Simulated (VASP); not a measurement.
# TaNi3 (Fmmm) in VASP: single point with LDA

Aim: the single point of TaNi3 with LDA.

Everything below comes from runs of VASP 6.6.1. Logs are shortened: lines on timing, memory, paths and dates and some standing lists are left out, and cuts for length are marked.

### 1 The cell of the first run

The structure is orthorhombic, space group Fmmm (No. 69). Conventional cell: a = 5.093 Å, b = 5.102 Å, c = 7.409 Å, α = 90.00°, β = 90.00°, γ = 90.00°. Within 3.4 Å of Ta (site symmetry mmm) lie 12 Ni at 2.55 to 2.58 Å. Ni (site symmetry mmm) has 4 Ta at 2.55 Å and 8 Ni at 2.58 Å within 3.4 Å. Ni (site symmetry 222) has 8 Ni at 2.55 to 2.58 Å and 4 Ta at 2.58 Å within 3.4 Å.

### 2 Single point, LDA, collinear spin, ferromagnetic start

The input, INCAR:

```
SYSTEM = TaNi3
ALGO = Normal ; EDIFF = 1E-6
ENCUT = 520 ; ISIF = 2
ISMEAR = -1 ; ISPIN = 2
LASPH = .TRUE. ; LCHARG = .TRUE.
LELF = .TRUE. ; LMAXMIX = 4
LORBIT = 11 ; LREAL = .FALSE.
LVHAR = .TRUE. ; LWAVE = .FALSE.
MAGMOM = 0 2 2 2 ; NBANDS = 32
NELM = 150 ; PREC = Accurate
SIGMA = 0.1
```

The input, KPOINTS:

```
k-points
0
G
  7 7 7
  0 0 0
```

The input, POSCAR:

```
TaNi3
1.0
    0.0000000000      2.5511500000      3.7045400000
    2.5463900000      0.0000000000      3.7045400000
    2.5463900000      2.5511500000      0.0000000000
Ta Ni
1 3
Direct
    0.0000000000      0.0000000000      0.0000000000
    0.5000000000      0.5000000000      0.5000000000
    0.2500000000      0.2500000000      0.2500000000
    0.7500000000      0.7500000000      0.7500000000
```

Potentials or basis: VASP PAW LDA potentials, release 64 (Ta_pv, Ni).

Started as:

```bash
$ cat potpaw_LDA.64/Ta_pv/POTCAR potpaw_LDA.64/Ni/POTCAR > POTCAR
$ mpirun -np 1 vasp_std > vasp.out
```

OUTCAR:

```text
SYSTEM = TaNi3
   EDIFF = 1E-6
   ENCUT = 520
   ISIF = 2
   ISMEAR = -1
   ISPIN = 2
   LASPH = .TRUE.
   LORBIT = 11
   LREAL = .FALSE.
   NELM = 150
   PREC = Accurate

 ion  position               nearest neighbor table
   1  0.000  0.000  0.000-   2 2.55   2 2.55   2 2.55   2 2.55   4 2.58   3 2.58   4 2.58   3 2.58
                             3 2.58   4 2.58   3 2.58   4 2.58
   2  0.500  0.500  0.500-   1 2.55   1 2.55   1 2.55   1 2.55   3 2.58   4 2.58   3 2.58   4 2.58
                             3 2.58   4 2.58   4 2.58   3 2.58
   3  0.250  0.250  0.250-   4 2.55   4 2.55   4 2.55   4 2.55   1 2.58   2 2.58   2 2.58   1 2.58
                             1 2.58   2 2.58   2 2.58   1 2.58
   4  0.750  0.750  0.750-   3 2.55   3 2.55   3 2.55   3 2.55   2 2.58   1 2.58   1 2.58   2 2.58
                             1 2.58   1 2.58   2 2.58   2 2.58

  LATTYP: Found a face centered orthorhombic cell.
 ALAT       =     5.0927800000
 B/A-ratio  =     1.0018693130
 C/A-ratio  =     1.4548203535

  Lattice vectors:

 A1 = (   0.0000000000,   2.5511500000,   3.7045400000)
 A2 = (   2.5463900000,   0.0000000000,   3.7045400000)
 A3 = (   2.5463900000,   2.5511500000,   0.0000000000)

Analysis of symmetry for initial positions (statically):
=====================================================================
 Subroutine PRICEL returns:
 Original cell was already a primitive cell.

 Routine SETGRP: Setting up the symmetry group for a
 face centered orthorhombic supercell.

 Subroutine GETGRP returns: Found  8 space group operations
 (whereof  8 operations were pure point group operations)
 out of a pool of  8 trial point group operations.

The static configuration has the point symmetry D_2h.

Analysis of symmetry for dynamics (positions and initial velocities):
=====================================================================
 Subroutine PRICEL returns:
 Original cell was already a primitive cell.

 Routine SETGRP: Setting up the symmetry group for a
 face centered orthorhombic supercell.

 Subroutine GETGRP returns: Found  8 space group operations
 (whereof  8 operations were pure point group operations)
 out of a pool of  8 trial point group operations.

The dynamic configuration has the point symmetry D_2h.

Analysis of structural, dynamic, and magnetic symmetry:
=====================================================================
 Subroutine PRICEL returns:
 Original cell was already a primitive cell.

 Routine SETGRP: Setting up the symmetry group for a
 face centered orthorhombic supercell.

 Subroutine GETGRP returns: Found  8 space group operations
[... 137 lines left out ...]
   LRPA    =     F    only Hartree local field effects (RPA)
 spin polarized calculation
  energy-cutoff  :      520.00
  volume of cell :       48.13
 maximum number of plane-waves:      1313
 NGX is ok and might be reduce to    36
   NGX = 17   NGY = 17   NGZ = 13

 number of electron      40.9999992 magnetization       0.0233466

 number of electron      40.9999992 magnetization      -0.0000582

 Free energy of the ion-electron system (eV)
  ---------------------------------------------------
  ext. energy  EPLUGINS =         0.00000000
  ---------------------------------------------------
  free energy    TOTEN  =       -34.16360759 eV

  energy without entropy =      -34.11199058  energy(sigma->0) =      -34.13779909

 E-fermi :   8.7117     XC(G=0): -13.6101

 val. band max:        8.6460719890   @ k =   0.1429  -0.0000   0.0000
 cond. band min:       8.7311432974   @ k =   0.0000   0.2857   0.2857
 fundamental gap:      0.0850713084
 Fermi energy:         8.7116972935

 spin component 1

 k-point     1 :       0.0000    0.0000    0.0000
  band No.  band energies     occupation
      1     -25.7747      1.00000
      2     -25.7732      1.00000
      3     -25.7668      1.00000
      4      -0.4870      1.00000
      5       3.6983      1.00000
      6       4.2581      1.00000
[... 829 lines left out ...]
     31      20.9793      0.00000
     32      21.0111      0.00000

 [... further k-points ...]

 spin component 2

 k-point     1 :       0.0000    0.0000    0.0000
  band No.  band energies     occupation
      1     -25.7747      1.00000
      2     -25.7732      1.00000
      3     -25.7668      1.00000
      4      -0.4870      1.00000
      5       3.6983      1.00000
      6       4.2581      1.00000
[... 829 lines left out ...]
     31      20.9793      0.00000
     32      21.0110      0.00000

 [... further k-points ...]

------------------------ aborting loop because EDIFF is reached ----------------------------------------

  FORCE on cell =-STRESS in cart. coord.  units (eV):
  Direction    XX          YY          ZZ          XY          YZ          ZX
  --------------------------------------------------------------------------------------
  -------------------------------------------------------------------------------------
  Total       -2.7263659     -2.8623875     -2.6390117     -0.0000000      0.0000000      0.0000000
  in kB      -90.7547837    -95.2826459    -87.8469530     -0.0000000      0.0000000      0.0000000
  external PRESSURE =     -91.2947942 kB  Pullay stress =       0.0000000 kB

 VOLUME and BASIS-vectors are now :
 -----------------------------------------------------------------------------
  energy-cutoff  :      520.00
  volume of cell :       48.13
      direct lattice vectors                 reciprocal lattice vectors
     0.000000000  2.551150000  3.704540000    -0.196356410  0.195990044  0.134969524
     2.546390000  0.000000000  3.704540000     0.196356410 -0.195990044  0.134969524
     2.546390000  2.551150000  0.000000000     0.196356410  0.195990044 -0.134969524

 POSITION                                       TOTAL-FORCE (eV/Angst)
 -----------------------------------------------------------------------------------
      0.00000      0.00000      0.00000         0.000000      0.000000      0.000000
      2.54639      2.55115      3.70454         0.000000      0.000000      0.000000
      1.27320      1.27557      1.85227         0.000000     -0.000000      0.000000
      3.81959      3.82672      5.55681        -0.000000      0.000000     -0.000000
 -----------------------------------------------------------------------------------
    total drift:                                0.000000      0.000000      0.000000

  FREE ENERGIE OF THE ION-ELECTRON SYSTEM (eV)
  ---------------------------------------------------
  free  energy   TOTEN  =       -34.1636075930 eV

  energy  without entropy=      -34.1119905843  energy(sigma->0) =      -34.13779909

 total charge

# of ion       s       p       d       tot
------------------------------------------
    1        0.394   6.210   2.309   8.912
    2        0.551   0.533   8.405   9.488
    3        0.529   0.556   8.380   9.465
    4        0.529   0.556   8.380   9.465
--------------------------------------------------
tot          2.001   7.854  27.474  37.329

 magnetization (x)

# of ion       s       p       d       tot
------------------------------------------
    1        0.000   0.000   0.000   0.000
    2        0.000  -0.000  -0.000  -0.000
    3        0.000  -0.000  -0.000  -0.000
    4        0.000  -0.000  -0.000  -0.000
--------------------------------------------------
tot          0.000  -0.000  -0.000  -0.000
```

stdout:

```text
POSCAR found type information on POSCAR TaNi
 POSCAR found :  2 types and       4 ions
 scaLAPACK will be used
 LDA part: xc-table for (Slater(with rela. corr.)+CA(PZ))
 , standard interpolation
 POSCAR, INCAR and KPOINTS ok, starting setup
 FFT: planning ... GRIDC
 FFT: planning ... GRID_SOFT
 FFT: planning ... GRID
 WAVECAR not read
 entering main loop
```

Run time: 6.2 min. Hardware: 1 thread of AMD EPYC 7R43 (Zen 3), shared host; peak memory 0.23 GiB.

Results:

```yaml
Free_energy: -34.1636 eV
Pressure: -9.1 GPa
Net_moment: 0.00 μB per cell
Valence_electrons_inside_the_program's_atomic_spheres: Ta 8.91; Ni 9.49, 9.46
```

Stress tensor (GPa, compression positive):
```
-9.08  0.00  0.00
 0.00 -9.53  0.00
 0.00  0.00 -8.78
```

Caveat: the starting moments collapsed, and a magnetic state may lie lower; spin-orbit coupling is left out, which moves the levels of the heavy elements.
